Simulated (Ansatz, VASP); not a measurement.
Be3CuTe in VASP and in Ansatz

```
CELL_PARAMETERS angstrom
4.01782 0.00000 0.00000
0.00000 4.01782 0.00000
0.00000 0.00000 4.01782
ATOMIC_POSITIONS crystal
Be 0.00000 0.50000 0.50000
Be 0.50000 0.00000 0.50000
Be 0.50000 0.50000 0.00000
Cu 0.50000 0.50000 0.50000
Te 0.00000 0.00000 0.00000
```

Alike in both runs: task relaxation of cell and atoms; functional PBE; k mesh 4 × 4 × 4; occupations gaussian, width 0.1 eV; no spin polarisation.

|  | VASP | Ansatz |
| --- | --- | --- |
| version | VASP 6.6.1 | Ansatz 0.2.0 |
| potentials or method | VASP PAW PBE potentials, release 64 (Be, Cu, Te), cutoff 600 eV | scalar-relativistic, plane waves, PAW |
| valence electrons in the cell | 23 | 41 |

|  | VASP | Ansatz | Ansatz less VASP |
| --- | --- | --- | --- |
| gap on the k mesh at the Fermi level, each at its own relaxed structure (eV) | none | none | - |
| relaxed volume (Å³/atom) | 14.94 | 14.93 | -0.009 |
| relaxed cell length with the largest relative difference (Å) | 4.211 | 4.210 | -0.0009 |

A gap of «none» marks a metal or a gap that the smearing closes. VASP's potentials hold 23 valence electrons a cell and Ansatz's 41, so a difference there can come from the potentials and not from the codes.

The k mesh is coarse, so the values compare programs but aren't converged. Spin-orbit coupling is off throughout. Noted on VASP's run: the volume moved by over 15 % at a fixed basis, so the end points are rough.
